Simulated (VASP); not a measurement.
# HoO3 (Fm-3m) in VASP: a series of runs

Runs on HoO3. Level: PBE. Tasks: single point, relaxation of cell and atoms.

Everything below comes from runs of VASP 6.6.1. Logs are shortened: lines on timing, memory, paths and dates and some standing lists are left out, and cuts for length are marked.

## (1) The cell of the first run

Symmetry: Fm-3m, No. 225, cubic system. The conventional cell has a = 5.529 Å, b = 5.529 Å, c = 5.529 Å, α = 90.00°, β = 90.00°, γ = 90.00°. Ho (site symmetry m-3m) has 14 O at 2.39 to 2.76 Å within 3.2 Å. Within 3.2 Å of O (site symmetry -43m) lie 4 Ho at 2.39 Å and 10 O at 2.39 to 2.76 Å. Within 3.2 Å of O (site symmetry m-3m) lie 8 O at 2.39 Å and 6 Ho at 2.76 Å.

The cell was generated, and may not be a known phase.

## (2) Single point, PBE

INCAR reads:

```
ALGO = Normal
EDIFF = 1E-6
ENCUT = 600
GGA = PE
GGA_COMPAT = F
ISIF = 2
ISMEAR = 0
LASPH = T
LCHARG = F
LMAXMIX = 6
LREAL = F
LWAVE = F
NBANDS = 22
NELM = 200
PREC = Accurate
SIGMA = 0.1
```

KPOINTS reads:

```
k-points
0
Gamma
  14 14 14
```

POSCAR reads:

```
HoO3
1.0
    0.0000000000      2.7642667658      2.7642667658
    2.7642667658      0.0000000000      2.7642667658
    2.7642667658      2.7642667658      0.0000000000
Ho O
1 3
Direct
    0.0000000000      0.0000000000      0.0000000000
    0.2500000000      0.2500000000      0.2500000000
    0.7500000000      0.7500000000      0.7500000000
    0.5000000000      0.5000000000      0.5000000000
```

Potentials or basis: VASP PAW PBE potentials, release 64 (Ho_3, O), 4f in core.

Launch:

```bash
$ cat potpaw_PBE.64/Ho_3/POTCAR potpaw_PBE.64/O/POTCAR > POTCAR
$ mpirun -np 1 vasp_std > vasp.out
```

OUTCAR:

```text
EDIFF = 1E-6
   ENCUT = 600
   GGA = PE
   ISIF = 2
   ISMEAR = 0
   LASPH = T
   LREAL = F
   NELM = 200
   PREC = Accurate

 ion  position               nearest neighbor table
   1  0.000  0.000  0.000-   3 2.39   3 2.39   3 2.39   2 2.39   2 2.39   2 2.39   3 2.39   2 2.39
                             4 2.76   4 2.76   4 2.76   4 2.76   4 2.76   4 2.76
   2  0.250  0.250  0.250-   1 2.39   1 2.39   1 2.39   1 2.39
   3  0.750  0.750  0.750-   1 2.39   1 2.39   1 2.39   1 2.39
   4  0.500  0.500  0.500-   1 2.76   1 2.76   1 2.76   1 2.76   1 2.76   1 2.76

  LATTYP: Found a face centered cubic cell.
 ALAT       =     5.5285335316

  Lattice vectors:

 A1 = (   0.0000000000,   2.7642667658,   2.7642667658)
 A2 = (   2.7642667658,   0.0000000000,   2.7642667658)
 A3 = (   2.7642667658,   2.7642667658,   0.0000000000)

Analysis of symmetry for initial positions (statically):
=====================================================================
 Subroutine PRICEL returns:
 Original cell was already a primitive cell.

 Routine SETGRP: Setting up the symmetry group for a
 face centered cubic supercell.

 Subroutine GETGRP returns: Found 48 space group operations
 (whereof 48 operations were pure point group operations)
 out of a pool of 48 trial point group operations.

The static configuration has the point symmetry O_h .

Analysis of symmetry for dynamics (positions and initial velocities):
=====================================================================
 Subroutine PRICEL returns:
 Original cell was already a primitive cell.

 Routine SETGRP: Setting up the symmetry group for a
 face centered cubic supercell.

 Subroutine GETGRP returns: Found 48 space group operations
 (whereof 48 operations were pure point group operations)
 out of a pool of 48 trial point group operations.

The dynamic configuration has the point symmetry O_h .

 Subroutine INISYM returns: Found 48 space group operations
 (whereof 48 operations are pure point group operations),
 and found     1 'primitive' translations

----------------------------------------------------------------------------------------

                                     Primitive cell

  volume of cell :      42.2445

  direct lattice vectors                    reciprocal lattice vectors
     0.000000000  2.764266766  2.764266766    -0.180879793  0.180879793  0.180879793
     2.764266766  0.000000000  2.764266766     0.180879793 -0.180879793  0.180879793
     2.764266766  2.764266766  0.000000000     0.180879793  0.180879793 -0.180879793

  length of vectors
     3.909263550  3.909263550  3.909263550     0.313292991  0.313292991  0.313292991

  position of ions in fractional coordinates (direct lattice)
     0.000000000  0.000000000  0.000000000
     0.250000000  0.250000000  0.250000000
     0.750000000  0.750000000  0.750000000
     0.500000000  0.500000000  0.500000000

  ion indices of the primitive-cell ions
   primitive index   ion index
                 1           1
                 2           2
                 3           3
                 4           4

----------------------------------------------------------------------------------------

 KPOINTS: k-points

Automatic generation of k-mesh.
 Grid dimensions read from file:
 generate k-points for:   14   14   14

 Generating k-lattice:

  Cartesian coordinates                     Fractional coordinates (reciprocal lattice)
    -0.012919985  0.012919985  0.012919985     0.071428571  0.000000000  0.000000000
     0.012919985 -0.012919985  0.012919985     0.000000000  0.071428571  0.000000000
     0.012919985  0.012919985 -0.012919985     0.000000000  0.000000000  0.071428571

  Length of vectors
     0.022378071  0.022378071  0.022378071

  Shift w.r.t. Gamma in fractional coordinates (k-lattice)
     0.000000000  0.000000000  0.000000000

 Subroutine IBZKPT returns following result:
 ===========================================

 Found    104 irreducible k-points:

 Following reciprocal coordinates:
            Coordinates               Weight
  0.000000  0.000000  0.000000      1.000000
  0.071429  0.000000  0.000000      8.000000
  0.142857  0.000000  0.000000      8.000000
  0.214286  0.000000  0.000000      8.000000
  0.285714  0.000000  0.000000      8.000000
  0.357143  0.000000  0.000000      8.000000
[... 16 lines left out ...]
  0.214286  0.142857  0.000000     24.000000
  0.285714  0.142857  0.000000     24.000000
 [... further k-points ...]
   k-points           NKPTS =    104   k-points in BZ     NKDIM =    104   number of bands    NBANDS=     22
   number of dos      NEDOS =    301   number of ions     NIONS =      4
   total plane-waves  NPLWV =  32768
   dimension x,y,z NGX =    32 NGY =   32 NGZ =   32
   dimension x,y,z NGXF=    64 NGYF=   64 NGZF=   64
   ions per type =               1   3
   NGX,Y,Z   is equivalent  to a cutoff of  13.61, 13.61, 13.61 a.u.
   NGXF,Y,Z  is equivalent  to a cutoff of  27.22, 27.22, 27.22 a.u.
 SYSTEM =  unknown system
   PREC   = accura    normal or accurate (medium, high low for compatibility)
   ISTART =      0    job   : 0-new  1-cont  2-samecut
   ICHARG =      2    charge: 1-file 2-atom 10-const
   ISPIN  =      1    spin polarized calculation?
   LNONCOLLINEAR =      F non collinear calculations
   LSORBIT =      F    spin-orbit coupling
   LASPH  =      T    aspherical Exc in radial PAW
   ENCUT  =  600.0 eV  44.10 Ry    6.64 a.u.   7.81  7.81  7.81*2*pi/ulx,y,z
   NELM   =    200;   NELMIN=  2; NELMDL= -5     # of ELM steps
   EDIFF  = 0.1E-05   stopping-criterion for ELM
   LREAL  =      F    real-space projection
   EDIFFG = 0.1E-04   stopping-criterion for IOM
   NSW    =      0    number of steps for IOM
   IBRION =     -1    ionic relax: 0-MD 1-quasi-New 2-CG
   NFREE  =      0    steps in history (QN), initial steepest desc. (CG)
   ISIF   =      2    stress and relaxation
   ISYM   =      2    0-nonsym 1-usesym 2-fastsym
   POTIM  = 0.5000    time-step for ionic-motion
   TEBEG  =    0.0;   TEEND  =   0.0 temperature during run
   PSTRESS=    0.0 pullay stress
   NELECT =      27.0000    total number of electrons
   NUPDOWN=      -1.0000    fix difference up-down
   EMIN   =  10.00;   EMAX   =-10.00  energy-range for DOS
   EFERMI =   0.00;   METHOD = LEGACY
   ISMEAR =     0;   SIGMA  =   0.10  broadening in eV -4-tet -1-fermi 0-gaus
   EFERMI_NEDOS =   21; number of points for ismear=-14 and -15
   IALGO  =     38    algorithm
   IMIX   =      4    mixing-type and parameters
     AMIX     =   0.40;   BMIX     =  1.00
     AMIX_MAG =   1.60;   BMIX_MAG =  1.00
  volume/ion in A,a.u.               =      10.56        71.27
  Fermi-wavevector in a.u.,A,eV,Ry     =   1.410174  2.664843 27.056431  1.988592
  Thomas-Fermi vector in A             =   2.532155
   LORBIT       =      0    0 simple, 1 ext, 2 COOP (PROOUT), +10 PAW based schemes
   GGA     = PE    functional components
   LHFCALC =     F    Hartree Fock is set to
   AEXX    =    0.0000 exact exchange contribution
   IVDW    =     0    specifies the selected vdW correction
   LEPSILON=     F    determine dielectric tensor
   LRPA    =     F    only Hartree local field effects (RPA)
 non-spin polarized calculation
 Gauss-broadening in eV      SIGMA  =   0.10
  energy-cutoff  :      600.00
  volume of cell :       42.24
 maximum number of plane-waves:      1423
   NGX = 15   NGY = 15   NGZ = 15

 number of electron      26.9999997 magnetization

 Free energy of the ion-electron system (eV)
  ---------------------------------------------------
  ext. energy  EPLUGINS =         0.00000000
  ---------------------------------------------------
  free energy    TOTEN  =       -24.53818611 eV

  energy without entropy =      -24.49312112  energy(sigma->0) =      -24.51565361

 E-fermi :   2.7995     XC(G=0): -11.9405

 val. band max:        2.7985594983   @ k =  -0.2857   0.4286   0.2143
 cond. band min:       2.8043004573   @ k =  -0.3571   0.4286   0.0714
 fundamental gap:      0.0057409590
 Fermi energy:         2.7995056227

 k-point     1 :       0.0000    0.0000    0.0000
  band No.  band energies     occupation
      1     -18.6336      2.00000
      2     -18.6336      2.00000
      3     -18.6336      2.00000
      4     -15.8487      2.00000
      5     -13.0009      2.00000
      6     -12.3141      2.00000
[... 14 lines left out ...]
     21      13.1913      0.00000
     22      21.5329      0.00000

 k-point     2 :       0.0714    0.0000    0.0000
  band No.  band energies     occupation
      1     -18.6899      2.00000
      2     -18.6361      2.00000
      3     -18.6361      2.00000
      4     -15.7571      2.00000
      5     -13.0270      2.00000
      6     -12.3421      2.00000
[... 14 lines left out ...]
     21      13.1523      0.00000
     22      21.4326      0.00000

 k-point     3 :       0.1429    0.0000    0.0000
  band No.  band energies     occupation
      1     -18.8325      2.00000
      2     -18.6431      2.00000
      3     -18.6431      2.00000
      4     -15.5144      2.00000
      5     -13.0962      2.00000
      6     -12.4227      2.00000
[... 14 lines left out ...]
     21      13.0414      0.00000
     22      20.9930      0.00000

 k-point     4 :       0.2143    0.0000    0.0000
  band No.  band energies     occupation
      1     -19.0096      2.00000
      2     -18.6532      2.00000
      3     -18.6532      2.00000
      4     -15.1880      2.00000
      5     -13.1944      2.00000
      6     -12.5361      2.00000
[... 14 lines left out ...]
     21      13.4983      0.00000
     22      20.4021      0.00000

 k-point     5 :       0.2857    0.0000    0.0000
  band No.  band energies     occupation
      1     -19.1786      2.00000
      2     -18.6643      2.00000
      3     -18.6643      2.00000
      4     -14.8419      2.00000
      5     -13.3250      2.00000
      6     -12.6372      2.00000
[... 14 lines left out ...]
     21      14.2303      0.00000
     22      19.7304      0.00000

 k-point     6 :       0.3571    0.0000    0.0000
  band No.  band energies     occupation
      1     -19.3131      2.00000
      2     -18.6743      2.00000
      3     -18.6743      2.00000
      4     -14.5183      2.00000
      5     -13.5041      2.00000
      6     -12.6813      2.00000
[... 14 lines left out ...]
     21      14.9950      0.00000
     22      19.0323      0.00000

 k-point     7 :       0.4286    0.0000    0.0000
  band No.  band energies     occupation
      1     -19.3986      2.00000
      2     -18.6812      2.00000
      3     -18.6812      2.00000
      4     -14.2306      2.00000
      5     -13.7252      2.00000
      6     -12.6763      2.00000
[... 324 lines left out ...]
      6     -12.4841      2.00000
[... 14 lines left out ...]
     21      13.2351      0.00000
     22      20.4826      0.00000

 k-point    21 :      -0.0714    0.0714    0.0000
  band No.  band energies     occupation
      1     -18.7682      2.00000
      2     -18.6491      2.00000
      3     -18.6368      2.00000
      4     -15.6164      2.00000
      5     -13.0671      2.00000
      6     -12.3882      2.00000
[... 14 lines left out ...]
     21      13.1078      0.00000
     22      21.0032      0.00000

 k-point    22 :       0.1429    0.1429    0.0000
  band No.  band energies     occupation
      1     -18.8610      2.00000
      2     -18.6602      2.00000
      3     -18.6602      2.00000
      4     -15.4144      2.00000
      5     -13.1322      2.00000
      6     -12.4571      2.00000
[... 14 lines left out ...]
     21      12.9601      0.00000
     22      19.8310      0.00000

 k-point    23 :       0.2143    0.1429    0.0000
  band No.  band energies     occupation
      1     -18.9756      2.00000
      2     -18.6747      2.00000
      3     -18.6734      2.00000
      4     -15.1784      2.00000
      5     -13.2028      2.00000
      6     -12.5476      2.00000
[... 14 lines left out ...]
     21      13.4659      0.00000
     22      19.2523      0.00000

 k-point    24 :       0.2857    0.1429    0.0000
  band No.  band energies     occupation
      1     -19.1080      2.00000
      2     -18.6977      2.00000
      3     -18.6863      2.00000
      4     -14.8839      2.00000
      5     -13.2850      2.00000
      6     -12.6681      2.00000
[... 14 lines left out ...]
     21      14.0918      0.00000
     22      18.8449      0.00000

 [... further k-points ...]
[... 5 lines left out ...]
  --------------------------------------------------------------------------------------
  -------------------------------------------------------------------------------------
  Total        0.0231038      0.0231038      0.0231038      0.0000000      0.0000000      0.0000000
  in kB        0.8762427      0.8762427      0.8762427      0.0000000      0.0000000      0.0000000
  external PRESSURE =       0.8762427 kB  Pullay stress =       0.0000000 kB

 VOLUME and BASIS-vectors are now :
 -----------------------------------------------------------------------------
  energy-cutoff  :      600.00
  volume of cell :       42.24
      direct lattice vectors                 reciprocal lattice vectors
     0.000000000  2.764266766  2.764266766    -0.180879793  0.180879793  0.180879793
     2.764266766  0.000000000  2.764266766     0.180879793 -0.180879793  0.180879793
     2.764266766  2.764266766  0.000000000     0.180879793  0.180879793 -0.180879793

 POSITION                                       TOTAL-FORCE (eV/Angst)
 -----------------------------------------------------------------------------------
      0.00000      0.00000      0.00000        -0.000000      0.000000     -0.000000
      1.38213      1.38213      1.38213        -0.000000     -0.000000     -0.000000
      4.14640      4.14640      4.14640         0.000000      0.000000      0.000000
      2.76427      2.76427      2.76427        -0.000000      0.000000     -0.000000
 -----------------------------------------------------------------------------------
    total drift:                                0.000000     -0.000000      0.000000

  FREE ENERGIE OF THE ION-ELECTRON SYSTEM (eV)
  ---------------------------------------------------
  free  energy   TOTEN  =       -24.5381861076 eV

  energy  without entropy=      -24.4931211200  energy(sigma->0) =      -24.51565361
```

It took 1.7 min on 1 thread of Intel Xeon Platinum 8259CL at 2.50GHz (Skylake/Cascade Lake), shared host; peak memory 0.25 GiB.

Results:

- Free energy: -24.5382 eV
- Pressure: 0.1 GPa
- Band gap on the k mesh: zero (an odd number of electrons rules out a gap without spin polarisation)

Caveat: spin-orbit coupling is left out, which moves the levels of the heavy elements; the 4f electrons are frozen in the core, so they carry no moment and show no levels; an odd number of electrons without spin polarisation forces a metal; a magnetic or distorted state may lie lower; the run has no spin polarisation, though such a crystal can be magnetic.

## (3) Relaxation of cell and atoms, PBE

INCAR reads:

```
SYSTEM = HoO3
  PREC = Accurate
  ENCUT = 600
  EDIFF = 1E-7
  ISMEAR = 0
  SIGMA = 0.1
  LREAL = .False.
  LASPH = .True.
  NELM = 200
  ALGO = Normal
  ISIF = 3
  LWAVE = .False.
  LCHARG = .False.
  GGA = PE
  IBRION = 2
  NSW = 100
  EDIFFG = -0.01
  GGA_COMPAT = .False.
  NELMIN = 4
  LMAXMIX = 6
```

KPOINTS reads:

```
regular mesh
0
Gamma
  14 14 14
  0 0 0
```

POSCAR reads:

```
HoO3
1.0
    0.0000000000      2.7648435793      2.7648435793
    2.7648435793      0.0000000000      2.7648435793
    2.7648435793      2.7648435793      0.0000000000
Ho O
1 3
Direct
    0.0000000000      0.0000000000      0.0000000000
    0.2500000000      0.2500000000      0.2500000000
    0.7500000000      0.7500000000      0.7500000000
    0.5000000000      0.5000000000      0.5000000000
```

Potentials or basis: VASP PAW PBE potentials, release 64 (Ho_3, O), 4f in core.

Launch:

```bash
$ cat potpaw_PBE.64/Ho_3/POTCAR potpaw_PBE.64/O/POTCAR > POTCAR
$ mpirun -np 1 vasp_std > vasp.out
```

Run time: 98 s. Hardware: 1 thread of Intel Xeon Platinum 8259CL at 2.50GHz (Skylake/Cascade Lake), shared host; peak memory 0.24 GiB.

It converged, with:

```yaml
Free_energy: -24.5382 eV
Pressure_after_relaxing: 0.0 GPa
Band_gap_on_the_k_mesh: zero (an odd number of electrons rules out a gap without spin polarisation)
```

Final structure:
```
Ho O
1.0
     0.00000    2.76484    2.76484
     2.76484    0.00000    2.76484
     2.76484    2.76484    0.00000
Ho O
1 3
Direct
  0.00000 0.00000 0.00000
  0.25000 0.25000 0.25000
  0.75000 0.75000 0.75000
  0.50000 0.50000 0.50000
```

Levels at points of the mesh, in eV from the Fermi level:
| k point | band 11 | band 12 | band 13 | band 14 | band 15 | band 16 |
| --- | --- | --- | --- | --- | --- | --- |
| (0.00, 0.00, 0.00) | -2.72 | -2.72 | 0.37 | 0.37 | 0.37 | 5.55 |
| (0.50, 0.00, 0.00) | -1.49 | -1.32 | -0.40 | -0.40 | 0.08 | 7.92 |
| (0.50, 0.50, 0.00) | -1.14 | -1.14 | -0.36 | 0.34 | 0.34 | 6.89 |

Caveat: the relaxation stopped at its first step, so nothing moved; spin-orbit coupling is left out, which moves the levels of the heavy elements; the 4f electrons are frozen in the core, so they carry no moment and show no levels; an odd number of electrons without spin polarisation forces a metal; a magnetic or distorted state may lie lower; the run has no spin polarisation, though such a crystal can be magnetic.
